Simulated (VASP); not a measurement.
# Na: single point with PBEsol

Na:

```
CELL_PARAMETERS angstrom
-2.06456 2.06456 2.06456
2.06456 -2.06456 2.06456
2.06456 2.06456 -2.06456
ATOMIC_POSITIONS crystal
Na 0.00000 0.00000 0.00000
```

This cell differs from its parent crystal: strain -0.025 along x and y, -0.025 along z.

- Program: VASP 6.6.1
- Task: single point
- Functional: PBEsol
- Potentials or basis: VASP PAW PBE potentials, release 64 (Na_pv)
- Cutoff: 520 eV
- k mesh: 16 × 16 × 16
- Occupations: gaussian, width 0.15 eV
- Spin: no spin polarisation
- Dipole correction: no
- Further INCAR settings: ALGO = Normal; EDIFF = 1e-07; NBANDS = 10

```json
{"Pressure": "0.3 GPa", "Band gap on the k mesh": "zero (an odd number of electrons rules out a gap without spin polarisation)"}
```

Levels at points of the mesh, in eV from the Fermi level:
```
           k point  band 1  band 2  band 3  band 4  band 5  band 6  band 7
(0.00, 0.00, 0.00)  -24.75  -24.75  -24.75   -3.39   12.07   12.07   12.07
(0.50, 0.00, 0.00)  -24.79  -24.76  -24.75    0.76    1.28    8.42    9.52
(0.50, 0.50, 0.50)  -24.78  -24.78  -24.78    4.60    4.60    5.07    5.07
```

Wall time 47 s on 1 thread of Intel Xeon 8259CL, on a shared host, peak memory 0.17 GiB.

Caveat: the cell differs from its parent crystal (strain -0.025 along x and y, -0.025 along z); the PAW data sets were made with another functional, which shifts forces and pressure a little.
